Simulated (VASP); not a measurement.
# MgH2 (P4_2/mnm) in VASP: a series of runs

The runs below take MgH2 through relaxation of cell and atoms, single point, with PBE, r2SCANh, r2SCAN, HSE06, PBE0.

All numbers are computed with VASP 6.6.1; they aren't measurements. Logs are shortened: lines on timing, memory, paths and dates and some standing lists are left out, and cuts for length are marked.

### 1 The cell of the first run

It takes space group P4_2/mnm (No. 136, tetragonal). The conventional cell has a = 4.517 Å, b = 4.517 Å, c = 3.021 Å, α = 90.00°, β = 90.00°, γ = 90.00°. Mg (site symmetry mmm) has 6 H at 1.95 Å within 2.6 Å. Within 2.6 Å of H (site symmetry m2m) lie 3 Mg at 1.95 Å and 1 H at 2.48 Å.

### 2 Relaxation of cell and atoms, PBE

File INCAR:

```
PREC = Accurate
ENCUT = 600
EDIFF = 1E-6
ISMEAR = -1
SIGMA = 0.02
LREAL = False
LASPH = True
NELM = 60
ALGO = Normal
ISIF = 3
LWAVE = False
LCHARG = False
GGA = PE
IBRION = 2
NSW = 80
EDIFFG = -0.005
```

File KPOINTS:

```
regular mesh
0
Gamma
  6 6 8
```

File POSCAR:

```
MgH2
1.0
    4.5168000000      0.0000000000      0.0000000000
    0.0000000000      4.5168000000      0.0000000000
    0.0000000000      0.0000000000      3.0205000000
Mg H
2 4
Direct
    0.0000000000      0.0000000000      0.0000000000
    0.5000000000      0.5000000000      0.5000000000
    0.3060000000      0.3060000000      0.0000000000
    0.1940000000      0.8060000000      0.5000000000
    0.6940000000      0.6940000000      0.0000000000
    0.8060000000      0.1940000000      0.5000000000
```

Potentials or basis: VASP PAW PBE potentials, release 64 (Mg, H).

On the command line:

```sh
cat potpaw_PBE.64/Mg/POTCAR potpaw_PBE.64/H/POTCAR > POTCAR
mpirun -np 1 vasp_std > vasp.out
```

OUTCAR:

```text
PREC = Accurate
   ENCUT = 600
   EDIFF = 1E-6
   ISMEAR = -1
   LREAL = False
   LASPH = True
   NELM = 60
   ISIF = 3
   GGA = PE
   IBRION = 2
   NSW = 80
   EDIFFG = -0.005

 ion  position               nearest neighbor table
   1  0.000  0.000  0.000-   4 1.95   6 1.95   4 1.95   6 1.95   5 1.95   3 1.95   2 3.53   2 3.53
                             2 3.53   2 3.53   2 3.53   2 3.53   2 3.53   2 3.53
   2  0.500  0.500  0.500-   3 1.95   5 1.95   3 1.95   5 1.95   4 1.95   6 1.95   1 3.53   1 3.53
                             1 3.53   1 3.53   1 3.53   1 3.53   1 3.53   1 3.53
   3  0.306  0.306  0.000-   2 1.95   2 1.95   1 1.95
   4  0.194  0.806  0.500-   1 1.95   1 1.95   2 1.95
   5  0.694  0.694  0.000-   2 1.95   2 1.95   1 1.95
   6  0.806  0.194  0.500-   1 1.95   1 1.95   2 1.95

  LATTYP: Found a simple tetragonal cell.
 ALAT       =     4.5168000000
 C/A-ratio  =     0.6687256465

  Lattice vectors:

 A1 = (   4.5168000000,   0.0000000000,   0.0000000000)
 A2 = (   0.0000000000,   4.5168000000,   0.0000000000)
 A3 = (   0.0000000000,   0.0000000000,   3.0205000000)

Analysis of symmetry for initial positions (statically):
=====================================================================
 Subroutine PRICEL returns:
 Original cell was already a primitive cell.

 Routine SETGRP: Setting up the symmetry group for a
 simple tetragonal supercell.

 Subroutine GETGRP returns: Found 16 space group operations
 (whereof  8 operations were pure point group operations)
 out of a pool of 16 trial point group operations.

The static configuration has the point symmetry D_2h.
 The point group associated with its full space group is D_4h.

Analysis of symmetry for dynamics (positions and initial velocities):
=====================================================================
 Subroutine PRICEL returns:
 Original cell was already a primitive cell.

 Routine SETGRP: Setting up the symmetry group for a
 simple tetragonal supercell.

 Subroutine GETGRP returns: Found 16 space group operations
 (whereof  8 operations were pure point group operations)
 out of a pool of 16 trial point group operations.

The dynamic configuration has the point symmetry D_2h.
 The point group associated with its full space group is D_4h.

 Subroutine INISYM returns: Found 16 space group operations
 (whereof  8 operations are pure point group operations),
 and found     1 'primitive' translations

----------------------------------------------------------------------------------------

                                     Primitive cell

  volume of cell :      61.6227

  direct lattice vectors                    reciprocal lattice vectors
     4.516800000  0.000000000  0.000000000     0.221395678  0.000000000  0.000000000
     0.000000000  4.516800000  0.000000000     0.000000000  0.221395678  0.000000000
     0.000000000  0.000000000  3.020500000     0.000000000  0.000000000  0.331071015

  length of vectors
     4.516800000  4.516800000  3.020500000     0.221395678  0.221395678  0.331071015

  position of ions in fractional coordinates (direct lattice)
     0.000000000  0.000000000  0.000000000
     0.500000000  0.500000000  0.500000000
     0.306000000  0.306000000  0.000000000
     0.194000000  0.806000000  0.500000000
     0.694000000  0.694000000  0.000000000
     0.806000000  0.194000000  0.500000000

  ion indices of the primitive-cell ions
   primitive index   ion index
                 1           1
                 2           2
                 3           3
                 4           4
                 5           5
                 6           6

----------------------------------------------------------------------------------------

 KPOINTS: regular mesh

Automatic generation of k-mesh.
 Grid dimensions read from file:
 generate k-points for:    6    6    8

 Generating k-lattice:

  Cartesian coordinates                     Fractional coordinates (reciprocal lattice)
     0.036899280  0.000000000  0.000000000     0.166666667  0.000000000  0.000000000
     0.000000000  0.036899280  0.000000000     0.000000000  0.166666667  0.000000000
     0.000000000  0.000000000  0.041383877     0.000000000  0.000000000  0.125000000

  Length of vectors
     0.036899280  0.036899280  0.041383877

  Shift w.r.t. Gamma in fractional coordinates (k-lattice)
     0.000000000  0.000000000  0.000000000

 Subroutine IBZKPT returns following result:
 ===========================================

 Found     50 irreducible k-points:

 Following reciprocal coordinates:
            Coordinates               Weight
  0.000000  0.000000  0.000000      1.000000
  0.166667  0.000000  0.000000      4.000000
  0.333333  0.000000  0.000000      4.000000
  0.500000  0.000000  0.000000      2.000000
  0.166667  0.166667  0.000000      4.000000
  0.333333  0.166667  0.000000      8.000000
[... 16 lines left out ...]
  0.333333  0.000000  0.250000      8.000000
  0.500000  0.000000  0.250000      4.000000
 [... further k-points ...]
   k-points           NKPTS =     50   k-points in BZ     NKDIM =     50   number of bands    NBANDS=      8
   number of dos      NEDOS =    301   number of ions     NIONS =      6
   total plane-waves  NPLWV =  31104
   dimension x,y,z NGX =    36 NGY =   36 NGZ =   24
   dimension x,y,z NGXF=    72 NGYF=   72 NGZF=   48
   ions per type =               2   4
   NGX,Y,Z   is equivalent  to a cutoff of  13.25, 13.25, 13.21 a.u.
   NGXF,Y,Z  is equivalent  to a cutoff of  26.50, 26.50, 26.42 a.u.
 SYSTEM =  unknown system
   PREC   = accura    normal or accurate (medium, high low for compatibility)
   ISTART =      0    job   : 0-new  1-cont  2-samecut
   ICHARG =      2    charge: 1-file 2-atom 10-const
   ISPIN  =      1    spin polarized calculation?
   LNONCOLLINEAR =      F non collinear calculations
   LSORBIT =      F    spin-orbit coupling
   LASPH  =      T    aspherical Exc in radial PAW
   ENCUT  =  600.0 eV  44.10 Ry    6.64 a.u.   9.02  9.02  6.03*2*pi/ulx,y,z
   NELM   =     60;   NELMIN=  2; NELMDL= -5     # of ELM steps
   EDIFF  = 0.1E-05   stopping-criterion for ELM
   LREAL  =      F    real-space projection
   EDIFFG = -.5E-02   stopping-criterion for IOM
   NSW    =     80    number of steps for IOM
   IBRION =      2    ionic relax: 0-MD 1-quasi-New 2-CG
   NFREE  =      1    steps in history (QN), initial steepest desc. (CG)
   ISIF   =      3    stress and relaxation
   ISYM   =      2    0-nonsym 1-usesym 2-fastsym
   POTIM  = 0.5000    time-step for ionic-motion
   TEBEG  =    0.0;   TEEND  =   0.0 temperature during run
   PSTRESS=    0.0 pullay stress
   NELECT =       8.0000    total number of electrons
   NUPDOWN=      -1.0000    fix difference up-down
   EMIN   =  10.00;   EMAX   =-10.00  energy-range for DOS
   EFERMI =   0.00;   METHOD = LEGACY
   ISMEAR =    -1;   SIGMA  =   0.02  broadening in eV -4-tet -1-fermi 0-gaus
   EFERMI_NEDOS =   21; number of points for ismear=-14 and -15
   IALGO  =     38    algorithm
   IMIX   =      4    mixing-type and parameters
     AMIX     =   0.40;   BMIX     =  1.00
     AMIX_MAG =   1.60;   BMIX_MAG =  1.00
  volume/ion in A,a.u.               =      10.27        69.31
  Fermi-wavevector in a.u.,A,eV,Ry     =   0.828943  1.566475  9.349194  0.687146
  Thomas-Fermi vector in A             =   1.941405
   LORBIT       =      0    0 simple, 1 ext, 2 COOP (PROOUT), +10 PAW based schemes
   GGA     = PE    functional components
   LHFCALC =     F    Hartree Fock is set to
   AEXX    =    0.0000 exact exchange contribution
   IVDW    =     0    specifies the selected vdW correction
   LEPSILON=     F    determine dielectric tensor
   LRPA    =     F    only Hartree local field effects (RPA)
 conjugate gradient relaxation of ions
 non-spin polarized calculation
  energy-cutoff  :      600.00
  volume of cell :       61.62
 maximum number of plane-waves:      2080
   NGX = 19   NGY = 19   NGZ = 13

--------------------------------------- Ionic step        1  -------------------------------------------

 number of electron       8.0000004 magnetization

 Free energy of the ion-electron system (eV)
  ---------------------------------------------------
  ext. energy  EPLUGINS =         0.00000000
  ---------------------------------------------------
  free energy    TOTEN  =       -17.65336317 eV

  energy without entropy =      -17.65336317  energy(sigma->0) =      -17.65336317

------------------------ aborting loop because EDIFF is reached ----------------------------------------

  FORCE on cell =-STRESS in cart. coord.  units (eV):
  Direction    XX          YY          ZZ          XY          YZ          ZX
  --------------------------------------------------------------------------------------
  -------------------------------------------------------------------------------------
  Total       -0.0910654     -0.0910654     -0.1792173      0.0000000      0.0000000      0.0000000
  in kB       -2.3676821     -2.3676821     -4.6596153      0.0000000      0.0000000      0.0000000
  external PRESSURE =      -3.1316599 kB  Pullay stress =       0.0000000 kB
[... 105 lines left out ...]
  energy  without entropy=      -17.6549347656  energy(sigma->0) =      -17.65493477

--------------------------------------- Ionic step        4  -------------------------------------------

 number of electron       8.0000003 magnetization

 Free energy of the ion-electron system (eV)
  ---------------------------------------------------
  ext. energy  EPLUGINS =         0.00000000
  ---------------------------------------------------
  free energy    TOTEN  =       -17.65502073 eV

  energy without entropy =      -17.65502073  energy(sigma->0) =      -17.65502073

 E-fermi :  -0.1489     XC(G=0):  -8.4113

 val. band max:       -0.5935915952   @ k =   0.1667   0.1667   0.1250
 cond. band min:       3.2162810941   @ k =   0.3333   0.3333   0.5000
 fundamental gap:      3.8098726893
 Fermi energy:        -0.1488588114

 k-point     1 :       0.0000    0.0000    0.0000
  band No.  band energies     occupation
      1      -7.0329      2.00000
      2      -2.0453      2.00000
      3      -2.0453      2.00000
      4      -1.0327      2.00000
      5       4.1466      0.00000
      6       4.4435      0.00000
      7       8.5753      0.00000
      8       8.5753      0.00000
[... 243 lines left out ...]
 k-point    24 :       0.5000    0.0000    0.2500
  band No.  band energies     occupation
      1      -4.5662      2.00000
      2      -4.5662      2.00000
      3      -0.9010      2.00000
      4      -0.9010      2.00000
      5       5.2563      0.00000
      6       5.2563      0.00000
      7       6.7269      0.00000
      8       6.7269      0.00000

 [... further k-points ...]
[... 5 lines left out ...]
  --------------------------------------------------------------------------------------
  -------------------------------------------------------------------------------------
  Total        0.0240316      0.0240316      0.0177496     -0.0000000      0.0000000      0.0000000
  in kB        0.6294545      0.6294545      0.4649106     -0.0000000      0.0000000      0.0000000
  external PRESSURE =       0.5746065 kB  Pullay stress =       0.0000000 kB
[... 21 lines left out ...]
  FREE ENERGIE OF THE ION-ELECTRON SYSTEM (eV)
  ---------------------------------------------------
  free  energy   TOTEN  =       -17.6550207319 eV

  energy  without entropy=      -17.6550207319  energy(sigma->0) =      -17.65502073

 reached required accuracy - stopping structural energy minimisation
```

Wall time 76 s (1 thread of AMD EPYC 7R13 (Zen 3), shared host); peak memory 0.16 GiB.

Results:

```
Free energy                            : -17.6550 eV
Relaxed volume                         : 10.19 Å³/atom
Relaxed cell                           : a = 4.509 Å, b = 4.509 Å, c = 3.009 Å, α = 90.00°, β = 90.00°, γ = 90.00°
Space group after relaxing (to 0.05 Å) : P4_2/mnm (No. 136)
Energy gained by relaxing              : 0.3 meV/atom
Ionic steps                            : 4
Pressure after relaxing                : 0.1 GPa
Largest force after relaxing           : 0.004 eV/Å
Band gap on the k mesh                 : 3.81 eV, indirect (least direct gap 4.56 eV)
```

Forces on the atoms (eV/Å):
```
Mg   0.000  0.000  0.000
Mg   0.000  0.000  0.000
H   -0.003 -0.003  0.000
H    0.003 -0.003  0.000
H    0.003  0.003  0.000
H   -0.003  0.003  0.000
```

Step by step:
```
step  energy change (eV)  largest force (eV/Å)  pressure (GPa)  volume (Å³)
   1              0.0000                0.0586           -0.31        61.62
   2             -0.0009                0.0433           -0.17        61.44
   3             -0.0016                0.0123            0.13        61.09
   4             -0.0017                0.0045            0.06        61.17
```

Final structure:
```
CELL_PARAMETERS angstrom
4.50885 0.00000 0.00000
0.00000 4.50885 0.00000
0.00000 0.00000 3.00882
ATOMIC_POSITIONS crystal
Mg 0.00000 0.00000 0.00000
Mg 0.50000 0.50000 0.50000
H 0.30449 0.30449 0.00000
H 0.19551 0.80449 0.50000
H 0.69551 0.69551 0.00000
H 0.80449 0.19551 0.50000
```

A k mesh can miss the band edges.

### 3 Single point, r2SCANh

This run uses another cell than the first one, of 10.05 Å³/atom, 0.978 times its volume.

File POSCAR:

```
MgH2
1.0
    4.4849452995      0.0000000000      0.0000000000
    0.0000000000      4.4849452995      0.0000000000
    0.0000000000      0.0000000000      2.9964065034
Mg H
2 4
Direct
    0.0000000000      0.0000000000      0.0000000000
    0.5000000000      0.5000000000      0.5000000000
    0.3046827735      0.3046827735      0.0000000000
    0.1953172265      0.8046827735      0.5000000000
    0.6953172265      0.6953172265      0.0000000000
    0.8046827735      0.1953172265      0.5000000000
```

File INCAR.step1:

```
SYSTEM = MgH2
PREC = Accurate
ENCUT = 520
EDIFF = 1E-5
ISMEAR = 0
SIGMA = 0.01
LREAL = .False.
LASPH = .True.
NELM = 80
ALGO = Normal
ISIF = 2
LWAVE = .True.
NBANDS = 13
GGA = PE
```

File INCAR.step2:

```
SYSTEM = MgH2
PREC = Accurate
ENCUT = 520
EDIFF = 1E-7
ISMEAR = 0
SIGMA = 0.01
LREAL = .False.
LASPH = .True.
NELM = 80
ALGO = Normal
ISIF = 2
LWAVE = .False.
LCHARG = .True.
METAGGA = R2SCAN
LHFCALC = .True.
AEXX = 0.1
LMIXTAU = .True.
PRECFOCK = Fast
LELF = .True.
LVHAR = .True.
NBANDS = 13
ISTART = 1
```

File KPOINTS:

```
regular mesh
0
Gamma
  4 4 6
  0 0 0
```

Potentials or basis: VASP PAW PBE potentials, release 64 (Mg, H).

On the command line:

```sh
cat potpaw_PBE.64/Mg/POTCAR potpaw_PBE.64/H/POTCAR > POTCAR
cp INCAR.step1 INCAR
mpirun -np 1 vasp_std > vasp.out
cp INCAR.step2 INCAR
mpirun -np 1 vasp_std > vasp.out
```

Wall time 7.4 min (1 thread of AMD EPYC 7R43 (Zen 3), shared host); peak memory 0.16 GiB.

Results (log left out):

```yaml
Free_energy: -24.3011 eV
Pressure: -0.6 GPa
Band_gap_on_the_k_mesh: 5.25 eV, indirect (least direct gap 6.03 eV)
```

Stress tensor (GPa, compression positive):
```
-0.56  0.00  0.00
 0.00 -0.56  0.00
 0.00  0.00 -0.72
```

Levels at points of the mesh, in eV from the valence-band top:
| k point | band 2 | band 3 | band 4 | band 5 | band 6 | band 7 |
| --- | --- | --- | --- | --- | --- | --- |
| (0.00, 0.00, 0.00) | -1.51 | -1.51 | -0.37 | 5.90 | 6.43 | 10.73 |
| (0.50, 0.00, 0.00) | -5.08 | -0.51 | -0.51 | 6.68 | 6.68 | 11.66 |
| (0.50, 0.50, 0.00) | -3.91 | -2.86 | -2.86 | 10.65 | 10.65 | 10.70 |
| (0.00, 0.00, 0.50) | -3.16 | -0.07 | -0.07 | 7.87 | 7.87 | 8.26 |
| (0.50, 0.00, 0.50) | -2.40 | -1.07 | -1.07 | 6.51 | 6.51 | 8.23 |
| (0.50, 0.50, 0.50) | -1.99 | -0.99 | -0.99 | 5.25 | 5.25 | 5.40 |

Caveat: the PAW data sets were made with another functional, which shifts forces and pressure a little. A k mesh can miss the band edges.

### 4 Relaxation of cell and atoms, r2SCAN

This run uses another cell than the first one, of 10.25 Å³/atom, 0.998 times its volume.

File POSCAR:

```
MgH2
1.0
    4.5178551155      0.0000000000      0.0000000000
    0.0000000000      4.5178551155      0.0000000000
    0.0000000000      0.0000000000      3.0120664636
Mg H
2 4
Direct
    0.0000000000      0.0000000000      0.0000000000
    0.5000000000      0.5000000000      0.5000000000
    0.3044392696      0.3044392696      0.0000000000
    0.1955607304      0.8044392696      0.5000000000
    0.6955607304      0.6955607304      0.0000000000
    0.8044392696      0.1955607304      0.5000000000
```

File INCAR.step1:

```
ALGO     = Normal         # electronic algorithm
EDIFF    = 1E-4           # SCF threshold, eV
ENCUT    = 600            # plane-wave cutoff, eV
GGA      = PE             # functional
ISMEAR   = -1             # smearing method
LASPH    = True           # aspherical terms in the spheres
LCHARG   = False          # write CHGCAR
LREAL    = False          # projectors in reciprocal space
LWAVE    = True           # write WAVECAR
NELM     = 100            # most SCF steps
PREC     = Accurate       # precision mode
SIGMA    = 0.02           # smearing width, eV
```

File INCAR.step2:

```
ALGO     = Normal         # electronic algorithm
EDIFF    = 1E-7           # SCF threshold, eV
EDIFFG   = -0.005         # ionic threshold
ENCUT    = 600            # plane-wave cutoff, eV
IBRION   = 2              # ionic algorithm
ISIF     = 3              # what is computed and relaxed
ISMEAR   = -1             # smearing method
ISTART   = 1            
LASPH    = True           # aspherical terms in the spheres
LCHARG   = False          # write CHGCAR
LMIXTAU  = True         
LREAL    = False          # projectors in reciprocal space
LWAVE    = False          # write WAVECAR
METAGGA  = R2SCAN         # meta-GGA
NELM     = 100            # most SCF steps
NSW      = 80             # ionic steps
PREC     = Accurate       # precision mode
SIGMA    = 0.02           # smearing width, eV
```

File KPOINTS:

```
k-points
0
Gamma
  6 6 8
```

On the command line:

```sh
cat potpaw_PBE.64/Mg/POTCAR potpaw_PBE.64/H/POTCAR > POTCAR
cp INCAR.step1 INCAR
mpirun -np 1 vasp_std > vasp.out
cp INCAR.step2 INCAR
mpirun -np 1 vasp_std > vasp.out
```

Run time: 8.3 min. Hardware: 1 thread of Oxide Virtual Turin-like, shared host; peak memory 0.18 GiB.

It converged, with:

```
Free energy                            : -23.7307 eV
Relaxed volume                         : 9.98 Å³/atom
Relaxed cell                           : a = 4.476 Å, b = 4.476 Å, c = 2.990 Å, α = 90.00°, β = 90.00°, γ = 90.00°
Space group after relaxing (to 0.05 Å) : P4_2/mnm (No. 136)
Energy gained by relaxing              : 1.1 meV/atom
Ionic steps                            : 6
Pressure after relaxing                : 0.0 GPa
Band gap on the k mesh                 : 4.48 eV, indirect (least direct gap 5.27 eV)
```

Forces in eV/Å, atoms in the order of the input:
```
Mg   0.000  0.000  0.000
Mg   0.000  0.000  0.000
H    0.002  0.002  0.000
H   -0.002  0.002  0.000
H   -0.002 -0.002  0.000
H    0.002 -0.002  0.000
```

Step by step:
| step | energy change (eV) | largest force (eV/Å) | pressure (GPa) | volume (Å³) |
| --- | --- | --- | --- | --- |
| 1 | 0.0000 | 0.0161 | -1.35 | 61.48 |
| 2 | -0.0050 | 0.0060 | -0.69 | 60.71 |
| 3 | -0.0066 | 0.0029 | -0.10 | 60.07 |
| 4 | -0.0066 | 0.0042 | -0.02 | 59.99 |
| 5 | -0.0067 | 0.0019 | -0.01 | 59.96 |
| 6 | -0.0068 | 0.0028 | 0.00 | 59.91 |

Final structure:
```
Mg H
1.0
     4.47606    0.00000    0.00000
     0.00000    4.47606    0.00000
     0.00000    0.00000    2.99003
Mg H
2 4
Direct
  0.00000 0.00000 0.00000
  0.50000 0.50000 0.50000
  0.30457 0.30457 0.00000
  0.19543 0.80457 0.50000
  0.69543 0.69543 0.00000
  0.80457 0.19543 0.50000
```

Levels at points of the mesh, in eV from the valence-band top:
| k point | band 1 | band 2 | band 3 | band 4 | band 5 | band 6 | band 7 | band 8 |
| --- | --- | --- | --- | --- | --- | --- | --- | --- |
| (0.00, 0.00, 0.00) | -6.62 | -1.48 | -1.48 | -0.39 | 5.25 | 5.75 | 10.01 | 10.01 |
| (0.50, 0.00, 0.00) | -4.94 | -4.94 | -0.52 | -0.52 | 6.01 | 6.01 | 10.93 | 10.93 |
| (0.50, 0.50, 0.00) | -3.81 | -3.81 | -2.79 | -2.79 | 9.90 | 9.90 | 9.98 | 9.98 |
| (0.00, 0.00, 0.50) | -3.09 | -3.09 | -0.10 | -0.10 | 7.18 | 7.18 | 7.56 | 7.56 |
| (0.50, 0.00, 0.50) | -2.35 | -2.35 | -1.07 | -1.07 | 5.83 | 5.83 | 7.54 | 7.54 |
| (0.50, 0.50, 0.50) | -1.95 | -1.95 | -0.98 | -0.98 | 4.59 | 4.59 | 4.74 | 4.74 |

Caveat: the PAW data sets were made with another functional, which shifts forces and pressure a little.

(Continued in part 2 of 2.)
